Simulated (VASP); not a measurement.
# Al2Pd (Fm-3m) in VASP: a series of runs, part 2 of 2

VASP 6.6.1. Earlier steps stand in the parts before.

## (3) Relaxation of cell and atoms, LDA

This run uses another cell than the first one, of 17.11 Å³/atom, 1.031 times its volume.

Contents of INCAR:

```
SYSTEM = Al2Pd
PREC = Accurate
ENCUT = 600
EDIFF = 1E-6
ISMEAR = -1
SIGMA = 0.05
LREAL = .False.
LASPH = .True.
NELM = 60
ALGO = Normal
ISIF = 3
LWAVE = .False.
LCHARG = .False.
GGA = CA
IBRION = 2
NSW = 80
EDIFFG = -0.01
```

Contents of KPOINTS:

```
Automatic mesh
0
Gamma
  6 6 6
  0 0 0
```

Contents of POSCAR:

```
Al2Pd
1.0
    0.0000000000      2.9495360000      2.9495360000
    2.9495360000      0.0000000000      2.9495360000
    2.9495360000      2.9495360000      0.0000000000
Al Pd
2 1
Direct
    0.2500000000      0.2500000000      0.2500000000
    0.7500000000      0.7500000000      0.7500000000
    0.0000000000      0.0000000000      0.0000000000
```

Potentials or basis: VASP PAW LDA potentials, release 64 (Al, Pd).

Command:

```sh
cat potpaw_LDA.64/Al/POTCAR potpaw_LDA.64/Pd/POTCAR > POTCAR
mpirun -np 1 vasp_std > vasp.out
```

OUTCAR:

```text
SYSTEM = Al2Pd
   PREC = Accurate
   ENCUT = 600
   EDIFF = 1E-6
   ISMEAR = -1
   LREAL = .False.
   LASPH = .True.
   NELM = 60
   ISIF = 3
   GGA = CA
   IBRION = 2
   NSW = 80
   EDIFFG = -0.01

 ion  position               nearest neighbor table
   1  0.250  0.250  0.250-   3 2.55   3 2.55   3 2.55   3 2.55   2 2.95   2 2.95   2 2.95   2 2.95
                             2 2.95   2 2.95
   2  0.750  0.750  0.750-   3 2.55   3 2.55   3 2.55   3 2.55   1 2.95   1 2.95   1 2.95   1 2.95
                             1 2.95   1 2.95
   3  0.000  0.000  0.000-   2 2.55   2 2.55   2 2.55   1 2.55   2 2.55   1 2.55   1 2.55   1 2.55

  LATTYP: Found a face centered cubic cell.
 ALAT       =     5.8990720000

  Lattice vectors:

 A1 = (   0.0000000000,   2.9495360000,   2.9495360000)
 A2 = (   2.9495360000,   0.0000000000,   2.9495360000)
 A3 = (   2.9495360000,   2.9495360000,   0.0000000000)

Analysis of symmetry for initial positions (statically):
=====================================================================
 Subroutine PRICEL returns:
 Original cell was already a primitive cell.

 Routine SETGRP: Setting up the symmetry group for a
 face centered cubic supercell.

 Subroutine GETGRP returns: Found 48 space group operations
 (whereof 48 operations were pure point group operations)
 out of a pool of 48 trial point group operations.

The static configuration has the point symmetry O_h .

Analysis of symmetry for dynamics (positions and initial velocities):
=====================================================================
 Subroutine PRICEL returns:
 Original cell was already a primitive cell.

 Routine SETGRP: Setting up the symmetry group for a
 face centered cubic supercell.

 Subroutine GETGRP returns: Found 48 space group operations
 (whereof 48 operations were pure point group operations)
 out of a pool of 48 trial point group operations.

The dynamic configuration has the point symmetry O_h .

 Subroutine INISYM returns: Found 48 space group operations
[... 103 lines left out ...]
   EMIN   =  10.00;   EMAX   =-10.00  energy-range for DOS
   EFERMI =   0.00;   METHOD = LEGACY
   ISMEAR =    -1;   SIGMA  =   0.05  broadening in eV -4-tet -1-fermi 0-gaus
   EFERMI_NEDOS =   21; number of points for ismear=-14 and -15
   IALGO  =     38    algorithm
   IMIX   =      4    mixing-type and parameters
     AMIX     =   0.40;   BMIX     =  1.00
     AMIX_MAG =   1.60;   BMIX_MAG =  1.00
  volume/ion in A,a.u.               =      17.11       115.44
  Fermi-wavevector in a.u.,A,eV,Ry     =   1.110072  2.097732 16.765911  1.232260
  Thomas-Fermi vector in A             =   2.246619
   LORBIT       =      0    0 simple, 1 ext, 2 COOP (PROOUT), +10 PAW based schemes
   GGA     = CA    functional components
   LHFCALC =     F    Hartree Fock is set to
   AEXX    =    0.0000 exact exchange contribution
   IVDW    =     0    specifies the selected vdW correction
   LEPSILON=     F    determine dielectric tensor
   LRPA    =     F    only Hartree local field effects (RPA)
 conjugate gradient relaxation of ions
 non-spin polarized calculation
  energy-cutoff  :      600.00
  volume of cell :       51.32
 maximum number of plane-waves:      1736
 NGX is ok and might be reduce to    36
   NGX = 17   NGY = 17   NGZ = 17

--------------------------------------- Ionic step        1  -------------------------------------------

 number of electron      15.9999999 magnetization

 Free energy of the ion-electron system (eV)
  ---------------------------------------------------
  ext. energy  EPLUGINS =         0.00000000
  ---------------------------------------------------
  free energy    TOTEN  =       -16.79720003 eV

  energy without entropy =      -16.78148472  energy(sigma->0) =      -16.78934238

------------------------ aborting loop because EDIFF is reached ----------------------------------------

  FORCE on cell =-STRESS in cart. coord.  units (eV):
  Direction    XX          YY          ZZ          XY          YZ          ZX
  --------------------------------------------------------------------------------------
  -------------------------------------------------------------------------------------
  Total       -1.0874089     -1.0874089     -1.0874089     -0.0000000     -0.0000000      0.0000000
  in kB      -33.9478569    -33.9478569    -33.9478569     -0.0000000     -0.0000000      0.0000000
  external PRESSURE =     -33.9478569 kB  Pullay stress =       0.0000000 kB
[... 61 lines left out ...]
--------------------------------------- Ionic step        3  -------------------------------------------

 number of electron      15.9999999 magnetization

 Free energy of the ion-electron system (eV)
  ---------------------------------------------------
  ext. energy  EPLUGINS =         0.00000000
  ---------------------------------------------------
  free energy    TOTEN  =       -16.81308779 eV

  energy without entropy =      -16.79781753  energy(sigma->0) =      -16.80545266

 E-fermi :   7.7844     XC(G=0): -10.9504

 val. band max:        7.7651562632   @ k =  -0.3333   0.3333   0.0000
 cond. band min:       7.8362644287   @ k =  -0.1667   0.1667   0.0000
 fundamental gap:      0.0711081655
 Fermi energy:         7.7844015863

 k-point     1 :       0.0000    0.0000    0.0000
  band No.  band energies     occupation
      1      -1.9495      2.00000
      2       2.7978      2.00000
      3       2.7978      2.00000
      4       2.7978      2.00000
      5       3.9460      2.00000
      6       3.9460      2.00000
      7      11.0722      0.00000
      8      11.8502      0.00000
      9      11.8502      0.00000
     10      11.8502      0.00000
     11      12.4709      0.00000
     12      12.4709      0.00000
[... 253 lines left out ...]
  FREE ENERGIE OF THE ION-ELECTRON SYSTEM (eV)
  ---------------------------------------------------
  free  energy   TOTEN  =       -16.8130877857 eV

  energy  without entropy=      -16.7978175266  energy(sigma->0) =      -16.80545266

 reached required accuracy - stopping structural energy minimisation
```

CONTCAR:

```text
Al2Pd
   1.00000000000000
    -0.0000000000000000    2.9213436766638115    2.9213436766638115
     2.9213436766638115   -0.0000000000000000    2.9213436766638115
     2.9213436766638115    2.9213436766638115    0.0000000000000000
  Al              Pd
     2     1
Direct
     0.2500000000000000    0.2500000000000000    0.2500000000000000
     0.7500000000000000    0.7500000000000000    0.7500000000000000
     0.0000000000000000    0.0000000000000000    0.0000000000000000

  0.00000000E+00  0.00000000E+00  0.00000000E+00
  0.00000000E+00  0.00000000E+00  0.00000000E+00
  0.00000000E+00  0.00000000E+00  0.00000000E+00
```

It took 20 s on 1 thread of Intel Xeon 6975P-C, shared host; peak memory 0.18 GiB.

What came out:

```yaml
Free_energy: -16.8131 eV
Relaxed_volume: 16.62 Å³/atom
Relaxed_cell: a = 4.131 Å, b = 4.131 Å, c = 4.131 Å, α = 60.00°, β = 60.00°, γ = 60.00°
Space_group_after_relaxing_to_0.05_Å: Fm-3m (No. 225)
Energy_gained_by_relaxing: 5.3 meV/atom
Ionic_steps: 3
Pressure_after_relaxing: 0.0 GPa
Band_gap_on_the_k_mesh: zero (band 8 reaches 11.85 eV, above the bottom of band 9 at 6.32 eV)
```

Step by step:
| step | energy change (eV) | largest force (eV/Å) | pressure (GPa) | volume (Å³) |
| --- | --- | --- | --- | --- |
| 1 | 0.0000 | 0.0000 | -3.39 | 51.32 |
| 2 | -0.0043 | 0.0000 | 3.24 | 48.68 |
| 3 | -0.0159 | 0.0000 | -0.01 | 49.86 |

Final structure:
```
Al Pd
1.0
     0.00000    2.92134    2.92134
     2.92134    0.00000    2.92134
     2.92134    2.92134    0.00000
Al Pd
2 1
Direct
  0.25000 0.25000 0.25000
  0.75000 0.75000 0.75000
  0.00000 0.00000 0.00000
```
